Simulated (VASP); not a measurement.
# Sr (I4/mmm) in VASP: notebook

The runs below take Sr through single point, with r2SCAN.

Program: VASP 6.6.1. These are calculated values, not measurements. Logs are shortened: lines on timing, memory, paths and dates and some standing lists are left out, and cuts for length are marked.

**1. The cell of the first run**

The structure is tetragonal, space group I4/mmm (No. 139). The conventional cell has a = 4.777 Å, b = 4.777 Å, c = 4.923 Å, α = 90.00°, β = 90.00°, γ = 90.00°. Within 5.5 Å of Sr (site symmetry 4/mmm) lie 14 Sr at 4.18 to 4.92 Å.

**2. Single point, r2SCAN (strain -0.015 along x and y, +0.015 along z)**

Input file POSCAR:

```
Sr
1.0
   -2.3886250000      2.3886250000      2.4613750000
    2.3886250000     -2.3886250000      2.4613750000
    2.3886250000      2.3886250000     -2.4613750000
Sr
1
Direct
    0.0000000000      0.0000000000      0.0000000000
```

Input file INCAR.step1:

```
PREC = Accurate
ENCUT = 520
ISMEAR = 0
SIGMA = 0.15
LREAL = F
LASPH = T
NELM = 80
NBANDS = 11
GGA = PE
ALGO = Normal
EDIFF = 1E-4
LWAVE = T
LCHARG = F
```

Input file INCAR.step2:

```
PREC = Accurate
ENCUT = 520
EDIFF = 1E-6
ISMEAR = 0
SIGMA = 0.15
LREAL = F
LASPH = T
NELM = 80
ALGO = Normal
ISIF = 2
LWAVE = F
LCHARG = T
METAGGA = R2SCAN
LMIXTAU = T
LELF = T
LVHAR = T
NBANDS = 11
ISTART = 1
```

Input file KPOINTS:

```
Automatic mesh
0
Gamma
  14 14 14
```

Potentials or basis: VASP PAW PBE potentials, release 64 (Sr_sv).

Started as:

```sh
cat potpaw_PBE.64/Sr_sv/POTCAR > POTCAR
cp INCAR.step1 INCAR
mpirun -np 1 vasp_std > vasp.out
cp INCAR.step2 INCAR
mpirun -np 1 vasp_std > vasp.out
```

OUTCAR:

```text
PREC = Accurate
   ENCUT = 520
   EDIFF = 1E-6
   ISMEAR = 0
   LREAL = F
   LASPH = T
   NELM = 80
   ISIF = 2
   METAGGA = R2SCAN
   ISTART = 1

 ion  position               nearest neighbor table
   1  0.000  0.000  0.000-

  LATTYP: Found a body centered tetragonal cell.
 ALAT       =     4.7772500000
 C/A-ratio  =     1.0304568528

  Lattice vectors:

 A1 = (  -2.3886250000,   2.3886250000,   2.4613750000)
 A2 = (   2.3886250000,  -2.3886250000,   2.4613750000)
 A3 = (   2.3886250000,   2.3886250000,  -2.4613750000)

Analysis of symmetry for initial positions (statically):
=====================================================================
 Subroutine PRICEL returns:
 Original cell was already a primitive cell.

 Routine SETGRP: Setting up the symmetry group for a
 body centered tetragonal supercell.

 Subroutine GETGRP returns: Found 16 space group operations
 (whereof 16 operations were pure point group operations)
 out of a pool of 16 trial point group operations.

The static configuration has the point symmetry D_4h.

Analysis of symmetry for dynamics (positions and initial velocities):
=====================================================================
 Subroutine PRICEL returns:
 Original cell was already a primitive cell.

 Routine SETGRP: Setting up the symmetry group for a
 body centered tetragonal supercell.

 Subroutine GETGRP returns: Found 16 space group operations
 (whereof 16 operations were pure point group operations)
 out of a pool of 16 trial point group operations.

The dynamic configuration has the point symmetry D_4h.

 Subroutine INISYM returns: Found 16 space group operations
 (whereof 16 operations are pure point group operations),
 and found     1 'primitive' translations

----------------------------------------------------------------------------------------

                                     Primitive cell

  volume of cell :      56.1738

  direct lattice vectors                    reciprocal lattice vectors
    -2.388625000  2.388625000  2.461375000     0.000000000  0.209325449  0.203138490
     2.388625000 -2.388625000  2.461375000     0.209325449  0.000000000  0.203138490
     2.388625000  2.388625000 -2.461375000     0.209325449  0.209325449  0.000000000

  length of vectors
     4.179644204  4.179644204  4.179644204     0.291688857  0.291688857  0.296030889

  position of ions in fractional coordinates (direct lattice)
     0.000000000  0.000000000  0.000000000

  ion indices of the primitive-cell ions
   primitive index   ion index
                 1           1

----------------------------------------------------------------------------------------

 KPOINTS: Automatic mesh

Automatic generation of k-mesh.
 Grid dimensions read from file:
 generate k-points for:   14   14   14

 Generating k-lattice:

  Cartesian coordinates                     Fractional coordinates (reciprocal lattice)
     0.000000000  0.014951818  0.014509892     0.071428571  0.000000000 -0.000000000
     0.014951818  0.000000000  0.014509892     0.000000000  0.071428571 -0.000000000
     0.014951818  0.014951818  0.000000000     0.000000000  0.000000000  0.071428571

  Length of vectors
     0.020834918  0.020834918  0.021145063

  Shift w.r.t. Gamma in fractional coordinates (k-lattice)
     0.000000000  0.000000000  0.000000000

 Subroutine IBZKPT returns following result:
 ===========================================

 Found    244 irreducible k-points:

 Following reciprocal coordinates:
            Coordinates               Weight
  0.000000  0.000000  0.000000      1.000000
  0.071429 -0.000000  0.000000      8.000000
  0.142857 -0.000000  0.000000      8.000000
  0.214286  0.000000  0.000000      8.000000
  0.285714 -0.000000  0.000000      8.000000
  0.357143 -0.000000  0.000000      8.000000
[... 16 lines left out ...]
  0.214286  0.142857  0.000000     16.000000
  0.285714  0.142857  0.000000     16.000000
 [... further k-points ...]
   k-points           NKPTS =    244   k-points in BZ     NKDIM =    244   number of bands    NBANDS=     11
   number of dos      NEDOS =    301   number of ions     NIONS =      1
   total plane-waves  NPLWV =  32768
   dimension x,y,z NGX =    32 NGY =   32 NGZ =   32
   dimension x,y,z NGXF=    64 NGYF=   64 NGZF=   64
   ions per type =               1
   NGX,Y,Z   is equivalent  to a cutoff of  12.73, 12.73, 12.73 a.u.
   NGXF,Y,Z  is equivalent  to a cutoff of  25.46, 25.46, 25.46 a.u.
 SYSTEM =  unknown system
   PREC   = accura    normal or accurate (medium, high low for compatibility)
   ISTART =      1    job   : 0-new  1-cont  2-samecut
   ICHARG =      0    charge: 1-file 2-atom 10-const
   ISPIN  =      1    spin polarized calculation?
   LNONCOLLINEAR =      F non collinear calculations
   LSORBIT =      F    spin-orbit coupling
   LASPH  =      T    aspherical Exc in radial PAW
   ENCUT  =  520.0 eV  38.22 Ry    6.18 a.u.   7.77  7.77  7.77*2*pi/ulx,y,z
   NELM   =     80;   NELMIN=  2; NELMDL=  0     # of ELM steps
   EDIFF  = 0.1E-05   stopping-criterion for ELM
   LREAL  =      F    real-space projection
   EDIFFG = 0.1E-04   stopping-criterion for IOM
   NSW    =      0    number of steps for IOM
   IBRION =     -1    ionic relax: 0-MD 1-quasi-New 2-CG
   NFREE  =      0    steps in history (QN), initial steepest desc. (CG)
   ISIF   =      2    stress and relaxation
   ISYM   =      2    0-nonsym 1-usesym 2-fastsym
   POTIM  = 0.5000    time-step for ionic-motion
   TEBEG  =    0.0;   TEEND  =   0.0 temperature during run
   PSTRESS=    0.0 pullay stress
   NELECT =      10.0000    total number of electrons
   NUPDOWN=      -1.0000    fix difference up-down
   EMIN   =  10.00;   EMAX   =-10.00  energy-range for DOS
   EFERMI =   0.00;   METHOD = LEGACY
   ISMEAR =     0;   SIGMA  =   0.15  broadening in eV -4-tet -1-fermi 0-gaus
   EFERMI_NEDOS =   21; number of points for ismear=-14 and -15
   IALGO  =     38    algorithm
   IMIX   =      4    mixing-type and parameters
     AMIX     =   0.40;   BMIX     =  1.00
     AMIX_MAG =   1.60;   BMIX_MAG =  1.00
  volume/ion in A,a.u.               =      56.17       379.08
  Fermi-wavevector in a.u.,A,eV,Ry     =   0.920938  1.740320 11.539458  0.848126
  Thomas-Fermi vector in A             =   2.046299
   LORBIT       =      0    0 simple, 1 ext, 2 COOP (PROOUT), +10 PAW based schemes
   METAGGA = R2SCAN    functional components
   LHFCALC =     F    Hartree Fock is set to
   AEXX    =    0.0000 exact exchange contribution
   IVDW    =     0    specifies the selected vdW correction
   LEPSILON=     F    determine dielectric tensor
   LRPA    =     F    only Hartree local field effects (RPA)
 non-spin polarized calculation
 Gauss-broadening in eV      SIGMA  =   0.15
  energy-cutoff  :      520.00
  volume of cell :       56.17
 maximum number of plane-waves:      1544
   NGX = 15   NGY = 15   NGZ = 15

 number of electron      10.0000000 magnetization

 Free energy of the ion-electron system (eV)
  ---------------------------------------------------
  ext. energy  EPLUGINS =         0.00000000
  ---------------------------------------------------
  free energy    TOTEN  =       -15.09673670 eV

  energy without entropy =      -15.08010421  energy(sigma->0) =      -15.08842046

 E-fermi :   1.5514     XC(G=0):  -7.7183

 val. band max:        1.5512187239   @ k =   0.3571   0.2857   0.0000
 cond. band min:       1.5558364868   @ k =   0.5000   0.5000   0.2857
 fundamental gap:      0.0046177629
 Fermi energy:         1.5514117343

 k-point     1 :       0.0000    0.0000    0.0000
  band No.  band energies     occupation
      1     -36.5246      2.00000
      2     -17.7876      2.00000
      3     -17.7876      2.00000
      4     -17.7838      2.00000
      5      -2.2576      2.00000
      6       4.2053      0.00000
      7       4.2054      0.00000
      8       4.3792      0.00000
      9       5.4627      0.00000
     10       5.7096      0.00000
     11       9.8477      0.00000

 k-point     2 :       0.0714   -0.0000    0.0000
  band No.  band energies     occupation
      1     -36.5239      2.00000
      2     -17.7959      2.00000
      3     -17.7907      2.00000
      4     -17.7853      2.00000
      5      -2.1686      2.00000
      6       4.1454      0.00000
      7       4.1761      0.00000
      8       4.4099      0.00000
      9       5.3593      0.00000
     10       5.6723      0.00000
     11      10.0198      0.00000

 k-point     3 :       0.1429   -0.0000    0.0000
  band No.  band energies     occupation
      1     -36.5218      2.00000
      2     -17.8228      2.00000
      3     -17.7991      2.00000
      4     -17.7854      2.00000
      5      -1.9073      2.00000
      6       3.8903      0.00000
      7       3.9880      0.00000
      8       4.6357      0.00000
      9       5.2112      0.00000
     10       5.6335      0.00000
     11      10.2385      0.00000

 k-point     4 :       0.2143    0.0000    0.0000
  band No.  band energies     occupation
      1     -36.5189      2.00000
      2     -17.8615      2.00000
      3     -17.8114      2.00000
      4     -17.7853      2.00000
      5      -1.4914      2.00000
      6       3.4204      0.00000
      7       3.7230      0.00000
      8       5.0415      0.00000
      9       5.2262      0.00000
     10       5.6368      0.00000
     11      10.0136      0.00000

 k-point     5 :       0.2857   -0.0000    0.0000
  band No.  band energies     occupation
      1     -36.5156      2.00000
      2     -17.9040      2.00000
      3     -17.8249      2.00000
      4     -17.7852      2.00000
      5      -0.9518      2.00000
      6       2.8792      0.00000
      7       3.4635      0.00000
      8       5.3312      0.00000
      9       5.5940      0.00000
     10       5.7071      0.00000
     11       9.2847      0.00000
[... 211 lines left out ...]
 k-point    21 :      -0.0714    0.0714    0.0000
  band No.  band energies     occupation
      1     -36.5239      2.00000
      2     -17.7973      2.00000
      3     -17.7878      2.00000
      4     -17.7871      2.00000
      5      -2.1658      2.00000
      6       4.1115      0.00000
      7       4.2909      0.00000
      8       4.3097      0.00000
      9       5.4621      0.00000
     10       5.5762      0.00000
     11      10.0545      0.00000

 k-point    22 :       0.1429    0.1429    0.0000
  band No.  band energies     occupation
      1     -36.5174      2.00000
      2     -17.8771      2.00000
      3     -17.8139      2.00000
      4     -17.7928      2.00000
      5      -1.2588      2.00000
      6       3.2556      0.00000
      7       3.5414      0.00000
      8       5.0593      0.00000
      9       5.2904      0.00000
     10       5.8440      0.00000
     11       9.6805      0.00000

 k-point    23 :       0.2143    0.1429    0.0000
  band No.  band energies     occupation
      1     -36.5144      2.00000
      2     -17.9096      2.00000
      3     -17.8294      2.00000
      4     -17.7950      2.00000
      5      -0.7336      2.00000
      6       2.8126      0.00000
      7       3.2795      0.00000
      8       5.1609      0.00000
      9       5.7532      0.00000
     10       5.9439      0.00000
     11       8.8916      0.00000

 k-point    24 :       0.2857    0.1429    0.0000
  band No.  band energies     occupation
      1     -36.5117      2.00000
      2     -17.9378      2.00000
      3     -17.8453      2.00000
      4     -17.7961      2.00000
      5      -0.1277      2.00000
      6       2.3577      0.00000
      7       3.0717      0.00000
      8       5.2870      0.00000
      9       5.8570      0.00000
     10       6.4329      0.00000
     11       8.2337      0.00000

 [... further k-points ...]

------------------------ aborting loop because EDIFF is reached ----------------------------------------

  FORCE on cell =-STRESS in cart. coord.  units (eV):
  Direction    XX          YY          ZZ          XY          YZ          ZX
  --------------------------------------------------------------------------------------
  -------------------------------------------------------------------------------------
  Total       -0.0098954     -0.0098954     -0.0104870      0.0000000     -0.0000000      0.0000000
  in kB       -0.2822340     -0.2822340     -0.2991086      0.0000000     -0.0000000      0.0000000
  external PRESSURE =      -0.2878588 kB  Pullay stress =       0.0000000 kB

 VOLUME and BASIS-vectors are now :
 -----------------------------------------------------------------------------
  energy-cutoff  :      520.00
  volume of cell :       56.17
      direct lattice vectors                 reciprocal lattice vectors
    -2.388625000  2.388625000  2.461375000     0.000000000  0.209325449  0.203138490
     2.388625000 -2.388625000  2.461375000     0.209325449  0.000000000  0.203138490
     2.388625000  2.388625000 -2.461375000     0.209325449  0.209325449  0.000000000

 POSITION                                       TOTAL-FORCE (eV/Angst)
 -----------------------------------------------------------------------------------
      0.00000      0.00000      0.00000         0.000000      0.000000     -0.000000
 -----------------------------------------------------------------------------------
    total drift:                                0.000000      0.000000     -0.000000

  FREE ENERGIE OF THE ION-ELECTRON SYSTEM (eV)
  ---------------------------------------------------
  free  energy   TOTEN  =       -15.0967366980 eV

  energy  without entropy=      -15.0801042148  energy(sigma->0) =      -15.08842046
```

It took 2.6 min on 1 thread of Intel Xeon 6975P-C (Granite Rapids), shared host; peak memory 0.3 GiB.

Results:

```yaml
Free_energy: -15.0967 eV
Pressure: 0.0 GPa
Band_gap_on_the_k_mesh: zero (bands 5 and 6 overlap by 0.29 eV)
```

Levels at points of the mesh, in eV from the Fermi level:
```tsv
k point	band 1	band 2	band 3	band 4	band 5	band 6	band 7	band 8	band 9	band 10
(0.00, 0.00, 0.00)	-38.08	-19.34	-19.34	-19.34	-3.81	2.65	2.65	2.83	3.91	4.16
(0.50, 0.00, 0.00)	-38.06	-19.53	-19.40	-19.34	-0.97	0.06	1.52	3.80	4.54	5.75
(0.50, 0.50, 0.00)	-38.06	-19.53	-19.40	-19.34	-0.91	0.16	1.32	4.03	4.63	5.79
(0.50, 0.50, 0.50)	-38.05	-19.48	-19.47	-19.47	-0.12	-0.05	3.49	3.93	3.93	5.34
```

Caveat: the cell differs from its parent crystal (strain -0.015 along x and y, +0.015 along z); the PAW data sets were made with another functional, which shifts forces and pressure a little.

**3. Single point, r2SCAN (strain +0.000 along x and y, +0.015 along z)**

Input file POSCAR:

```
Sr
1.0
   -2.4250000000      2.4250000000      2.4613750000
    2.4250000000     -2.4250000000      2.4613750000
    2.4250000000      2.4250000000     -2.4613750000
Sr
1
Direct
    0.0000000000      0.0000000000      0.0000000000
```

Input file INCAR.step1:

```
PREC = Accurate ; ENCUT = 520
ISMEAR = 0 ; SIGMA = 0.15
LREAL = False ; LASPH = True
NELM = 60 ; NBANDS = 11
GGA = PE ; ALGO = Normal
EDIFF = 1E-4 ; LWAVE = True
LCHARG = False
```

Input file INCAR.step2:

```
PREC = Accurate ; ENCUT = 520
EDIFF = 1E-6 ; ISMEAR = 0
SIGMA = 0.15 ; LREAL = False
LASPH = True ; NELM = 60
ALGO = Normal ; ISIF = 2
LWAVE = False ; LCHARG = False
METAGGA = R2SCAN ; LMIXTAU = True
NBANDS = 11 ; ISTART = 1
```

Input file KPOINTS:

```
regular mesh
0
Gamma
  14 14 14
```

Potentials or basis: VASP PAW PBE potentials, release 64 (Sr_sv).

Started as:

```sh
cat potpaw_PBE.64/Sr_sv/POTCAR > POTCAR
cp INCAR.step1 INCAR
mpirun -np 1 vasp_std > vasp.out
cp INCAR.step2 INCAR
mpirun -np 1 vasp_std > vasp.out
```

It took 2.7 min on 1 thread of Intel Xeon 6975P-C (Granite Rapids), shared host; peak memory 0.3 GiB.

The run converged. Its results:

| Quantity | Value |
| --- | --- |
| Free energy | -15.0948 eV |
| Pressure | -0.3 GPa |
| Band gap on the k mesh | zero (bands 5 and 6 overlap by 0.27 eV) |

Levels at points of the mesh, in eV from the Fermi level:
| k point | band 3 | band 4 | band 5 | band 6 | band 7 | band 8 |
| --- | --- | --- | --- | --- | --- | --- |
| (0.00, 0.00, 0.00) | -19.41 | -19.41 | -3.77 | 2.64 | 2.64 | 2.72 |
| (0.50, 0.00, 0.00) | -19.46 | -19.41 | -0.94 | 0.04 | 1.48 | 3.77 |
| (0.50, 0.50, 0.00) | -19.46 | -19.41 | -0.91 | 0.08 | 1.38 | 3.87 |
| (0.50, 0.50, 0.50) | -19.53 | -19.53 | -0.06 | -0.02 | 3.51 | 3.73 |

Caveat: the cell differs from its parent crystal (strain +0.000 along x and y, +0.015 along z); the PAW data sets were made with another functional, which shifts forces and pressure a little.

**4. Single point, r2SCAN (strain +0.015 along x and y, -0.015 along z)**

Input file POSCAR:

```
Sr
1.0
   -2.4613750000      2.4613750000      2.3886250000
    2.4613750000     -2.4613750000      2.3886250000
    2.4613750000      2.4613750000     -2.3886250000
Sr
1
Direct
    0.0000000000      0.0000000000      0.0000000000
```

Input file INCAR.step1:

```
SYSTEM = Sr
PREC = Accurate
ENCUT = 520
ISMEAR = 0
SIGMA = 0.15
LREAL = .FALSE.
LASPH = .TRUE.
NELM = 60
NBANDS = 11
GGA = PE
ALGO = Normal
EDIFF = 1E-4
LWAVE = .TRUE.
LCHARG = .FALSE.
```

Input file INCAR.step2:

```
SYSTEM = Sr
PREC = Accurate
ENCUT = 520
EDIFF = 1E-7
ISMEAR = 0
SIGMA = 0.15
LREAL = .FALSE.
LASPH = .TRUE.
NELM = 60
ALGO = Normal
ISIF = 2
LWAVE = .FALSE.
LCHARG = .TRUE.
METAGGA = R2SCAN
LMIXTAU = .TRUE.
LELF = .TRUE.
LVHAR = .TRUE.
NBANDS = 11
ISTART = 1
```

Input file KPOINTS:

```
regular mesh
0
G
  14 14 14
  0 0 0
```

Started as:

```sh
cat potpaw_PBE.64/Sr_sv/POTCAR > POTCAR
cp INCAR.step1 INCAR
mpirun -np 1 vasp_std > vasp.out
cp INCAR.step2 INCAR
mpirun -np 1 vasp_std > vasp.out
```

It took 2.8 min on 1 thread of Intel Xeon 6975P-C (Granite Rapids), shared host; peak memory 0.29 GiB.

The run converged. Its results:

| Property | Result |
| --- | --- |
| Free energy | -15.0948 eV |
| Pressure | -0.3 GPa |
| Band gap on the k mesh | zero (bands 5 and 6 overlap by 0.30 eV) |

Levels at points of the mesh, in eV from the Fermi level:
```csv
k point,band 3,band 4,band 5,band 6,band 7,band 8
"(0.00, 0.00, 0.00)",-19.41,-19.41,-3.77,2.55,2.73,2.73
"(0.50, 0.00, 0.00)",-19.46,-19.41,-0.91,0.08,1.38,3.86
"(0.50, 0.50, 0.00)",-19.46,-19.40,-0.97,-0.01,1.59,3.67
"(0.50, 0.50, 0.50)",-19.53,-19.53,-0.07,-0.01,3.51,3.51
```

Caveat: the cell differs from its parent crystal (strain +0.015 along x and y, -0.015 along z); the PAW data sets were made with another functional, which shifts forces and pressure a little.

**5. The runs side by side**

| cell | gap on the mesh (eV) | pressure (GPa) |
| --- | --- | --- |
| a = 4.180 Å, angles 110.3, 110.3, 107.8°, 1 atom | none | 0.0 |
| a = 4.221 Å, angles 109.9, 109.9, 108.7°, 1 atom | none | -0.3 |
| a = 4.222 Å, angles 108.7, 108.7, 111.1°, 1 atom | none | -0.3 |

Alike in all rows: task single point; level r2SCAN; potentials or basis VASP PAW PBE potentials, release 64 (Sr_sv); no spin polarisation; k mesh 14 × 14 × 14; cutoff (eV) 520; smearing gaussian 0.15 eV.

Caveats: the PAW data sets were made with another functional, which shifts forces and pressure a little.

Total energies depend on the potentials used, so only differences within one code and one set of settings carry meaning.
